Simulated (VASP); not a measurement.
# PbS (CsCl type): single point with PBE

PbS (CsCl type):

```
Pb S
1.0
     3.65270    0.00000    0.00000
     0.00000    3.65270    0.00000
     0.00000    0.00000    3.65270
Pb S
1 1
Direct
  0.00000 0.00000 0.00000
  0.50000 0.50000 0.50000
```

- Program: VASP 6.6.1
- Task: single point
- Functional: PBE
- Potentials or basis: VASP PAW PBE potentials, release 64 (Pb_d, S)
- Cutoff: 520 eV
- k mesh: 11 × 11 × 11
- Occupations: fermi-dirac, width 0.08 eV
- Spin: no spin polarisation
- Dipole correction: no
- Further INCAR settings: ALGO = Normal; EDIFF = 1e-07; NBANDS = 17

```
Pressure               : -0.1 GPa
Band gap on the k mesh : zero (band 10 reaches 6.12 eV, above the bottom of band 11 at 5.85 eV)
```

Levels at points of the mesh, in eV from the Fermi level:
| k point | band 7 | band 8 | band 9 | band 10 | band 11 | band 12 | band 13 | band 14 |
| --- | --- | --- | --- | --- | --- | --- | --- | --- |
| (0.00, 0.00, 0.00) | -6.72 | -1.59 | -1.59 | -1.59 | 5.50 | 5.50 | 6.53 | 6.53 |

It took 19 s on 1 thread of Intel(R) Xeon(R) 6975P-C (Granite Rapids), with other jobs on the host, peak memory 0.18 GiB.

Caveat: spin-orbit coupling is left out, which moves the levels of the heavy elements.
